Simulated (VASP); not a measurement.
# Cu (Fm-3m) in VASP: further runs, part 3 of 3

VASP 6.6.1.

## (6) Single point, PBEsol

This run uses another cell than the first one, of 11.31 Å³/atom.

INCAR reads:

```
SYSTEM = Cu
  PREC = Accurate
  ENCUT = 520
  EDIFF = 1E-7
  ISMEAR = 1
  SIGMA = 0.1
  LREAL = .FALSE.
  LASPH = .TRUE.
  NELM = 100
  ALGO = Normal
  ISIF = 2
  LWAVE = .FALSE.
  LCHARG = .FALSE.
  GGA = PS
  NBANDS = 12
```

KPOINTS reads:

```
Automatic mesh
0
G
  39 39 39
  0 0 0
```

POSCAR reads:

```
Cu
1.0
    0.0000000000      1.7815755880      1.7815755880
    1.7815755880      0.0000000000      1.7815755880
    1.7815755880      1.7815755880      0.0000000000
Cu
1
Direct
    0.0000000000      0.0000000000      0.0000000000
```

Potentials or basis: VASP PAW PBE potentials, release 64 (Cu).

The run is started by

```bash
$ cat potpaw_PBE.64/Cu/POTCAR > POTCAR
$ mpirun -np 1 vasp_std > vasp.out
```

OUTCAR:

```text
SYSTEM = Cu
   PREC = Accurate
   ENCUT = 520
   EDIFF = 1E-7
   ISMEAR = 1
   LREAL = .FALSE.
   LASPH = .TRUE.
   NELM = 100
   ISIF = 2
   GGA = PS

 ion  position               nearest neighbor table
   1  0.000  0.000  0.000-

  LATTYP: Found a face centered cubic cell.
 ALAT       =     3.5631511760

  Lattice vectors:

 A1 = (   0.0000000000,   1.7815755880,   1.7815755880)
 A2 = (   1.7815755880,   0.0000000000,   1.7815755880)
 A3 = (   1.7815755880,   1.7815755880,   0.0000000000)

Analysis of symmetry for initial positions (statically):
=====================================================================
 Subroutine PRICEL returns:
 Original cell was already a primitive cell.

 Routine SETGRP: Setting up the symmetry group for a
 face centered cubic supercell.

 Subroutine GETGRP returns: Found 48 space group operations
 (whereof 48 operations were pure point group operations)
 out of a pool of 48 trial point group operations.

The static configuration has the point symmetry O_h .

Analysis of symmetry for dynamics (positions and initial velocities):
=====================================================================
 Subroutine PRICEL returns:
 Original cell was already a primitive cell.

 Routine SETGRP: Setting up the symmetry group for a
 face centered cubic supercell.

 Subroutine GETGRP returns: Found 48 space group operations
 (whereof 48 operations were pure point group operations)
 out of a pool of 48 trial point group operations.

The dynamic configuration has the point symmetry O_h .

 Subroutine INISYM returns: Found 48 space group operations
 (whereof 48 operations are pure point group operations),
 and found     1 'primitive' translations

----------------------------------------------------------------------------------------

                                     Primitive cell

  volume of cell :      11.3095

  direct lattice vectors                    reciprocal lattice vectors
[... 113 lines left out ...]
   IVDW    =     0    specifies the selected vdW correction
   LEPSILON=     F    determine dielectric tensor
   LRPA    =     F    only Hartree local field effects (RPA)
 non-spin polarized calculation
 Methfessel and Paxton  Order N= 1 SIGMA  =   0.10
  energy-cutoff  :      520.00
  volume of cell :       11.31
 maximum number of plane-waves:       319
   NGX =  9   NGY =  9   NGZ =  9

 number of electron      11.0000013 magnetization

 Free energy of the ion-electron system (eV)
  ---------------------------------------------------
  ext. energy  EPLUGINS =         0.00000000
  ---------------------------------------------------
  free energy    TOTEN  =        -4.30837093 eV

  energy without entropy =       -4.30837942  energy(sigma->0) =       -4.30837376

 E-fermi :   7.9490     XC(G=0): -13.1627

 val. band max:        7.9471431579   @ k =  -0.2051   0.3077   0.1026
 cond. band min:       7.9496356508   @ k =  -0.2308   0.2821   0.1026
 fundamental gap:      0.0024924929
 Fermi energy:         7.9489921745

 k-point     1 :       0.0000    0.0000    0.0000
  band No.  band energies     occupation
      1      -1.7771      2.00000
      2       4.7853      2.00000
      3       4.7853      2.00000
      4       4.7853      2.00000
      5       5.6752      2.00000
      6       5.6752      2.00000
      7      30.8770      0.00000
      8      33.8303      0.00000
      9      33.8303      0.00000
     10      33.8303      0.00000
     11      36.3492      0.00000
     12      36.3492      0.00000
[... 331 lines left out ...]
 k-point    24 :       0.1026    0.0256    0.0000
  band No.  band energies     occupation
      1      -1.4246      2.00000
      2       4.7045      2.00000
      3       4.8517      2.00000
      4       4.8558      2.00000
      5       5.6245      2.00000
      6       5.6766      2.00000
      7      28.7749      0.00000
      8      31.5906      0.00000
      9      32.2720      0.00000
     10      33.6960      0.00000
     11      36.9021      0.00000
     12      38.2229      0.00000

 [... further k-points ...]

------------------------ aborting loop because EDIFF is reached ----------------------------------------

  FORCE on cell =-STRESS in cart. coord.  units (eV):
  Direction    XX          YY          ZZ          XY          YZ          ZX
  --------------------------------------------------------------------------------------
  -------------------------------------------------------------------------------------
  Total        0.0538100      0.0538100      0.0538100      0.0000000      0.0000000      0.0000000
  in kB        7.6230860      7.6230860      7.6230860      0.0000000      0.0000000      0.0000000
  external PRESSURE =       7.6230860 kB  Pullay stress =       0.0000000 kB

 VOLUME and BASIS-vectors are now :
 -----------------------------------------------------------------------------
  energy-cutoff  :      520.00
  volume of cell :       11.31
      direct lattice vectors                 reciprocal lattice vectors
     0.000000000  1.781575588  1.781575588    -0.280650455  0.280650455  0.280650455
     1.781575588  0.000000000  1.781575588     0.280650455 -0.280650455  0.280650455
     1.781575588  1.781575588  0.000000000     0.280650455  0.280650455 -0.280650455

 POSITION                                       TOTAL-FORCE (eV/Angst)
 -----------------------------------------------------------------------------------
      0.00000      0.00000      0.00000        -0.000000     -0.000000      0.000000
 -----------------------------------------------------------------------------------
    total drift:                                0.000000      0.000000      0.000000

  FREE ENERGIE OF THE ION-ELECTRON SYSTEM (eV)
  ---------------------------------------------------
  free  energy   TOTEN  =        -4.3083709282 eV

  energy  without entropy=       -4.3083794234  energy(sigma->0) =       -4.30837376
```

stdout:

```text
POSCAR found type information on POSCAR Cu
 POSCAR found :  1 types and       1 ions
 scaLAPACK will be used
 -----------------------------------------------------------------------------
|                                                                             |
|                                                                             |
|     You enforced a specific xc type in the INCAR file but a different       |
|     I HOPE YOU KNOW WHAT YOU ARE DOING!                                     |
|                                                                             |
 -----------------------------------------------------------------------------

 LDA part: xc-table for (Slater+PW92), standard interpolation
 POSCAR, INCAR and KPOINTS ok, starting setup
 FFT: planning ... GRIDC
 FFT: planning ... GRID_SOFT
 FFT: planning ... GRID
 WAVECAR not read
 entering main loop
```

Run time: 2.3 min. Hardware: 1 thread of Intel Xeon Platinum 8259CL at 2.50GHz (Skylake/Cascade Lake), shared host; peak memory 0.3 GiB.

Results:

| Quantity | Value |
| --- | --- |
| Free energy | -4.3084 eV |
| Pressure | 0.8 GPa |
| Band gap on the k mesh | zero (an odd number of electrons rules out a gap without spin polarisation) |

Caveat: the PAW data sets were made with another functional, which shifts forces and pressure a little.

## (7) Summary

| task | level | potentials or basis | cell | k mesh | cutoff (eV) | gap on the mesh (eV) | pressure (GPa) | relaxed volume (Å³/atom) |
| --- | --- | --- | --- | --- | --- | --- | --- | --- |
| relaxation of cell and atoms | PBEsol | VASP PAW PBE potentials, release 64 (Cu) | relaxed from a = 2.553 Å, angles 60.0°, 1 atom | 26 × 26 × 26 | 600 | none | 0.0 | 11.36 |
| relaxation of cell and atoms | LDA | VASP PAW LDA potentials, release 64 (Cu) | relaxed from a = 2.553 Å, angles 60.0°, 1 atom | 26 × 26 × 26 | 600 | none | -0.1 | 10.94 |
| relaxation of cell and atoms | PBE | VASP PAW PBE potentials, release 64 (Cu) | relaxed from a = 2.553 Å, angles 60.0°, 1 atom | 26 × 26 × 26 | 600 | none | 0.0 | 12.01 |
| single point | PBE | VASP PAW PBE potentials, release 64 (Cu) | a = 2.566 Å, angles 60.0°, 1 atom | 38 × 38 × 38 | 520 | none | 0.6 | - |
| single point | PBEsol | VASP PAW PBE potentials, release 64 (Cu) | a = 2.520 Å, angles 60.0°, 1 atom | 39 × 39 × 39 | 520 | none | 0.8 | - |

Alike in all rows: no spin polarisation; smearing methfessel-paxton 0.1 eV.

Caveats: the PAW data sets were made with another functional, which shifts forces and pressure a little (at least some runs).

Absolute energies hang on the potentials; compare differences alone.

The gap in the log of VASP goes by the Fermi energy; the results here count the filled bands.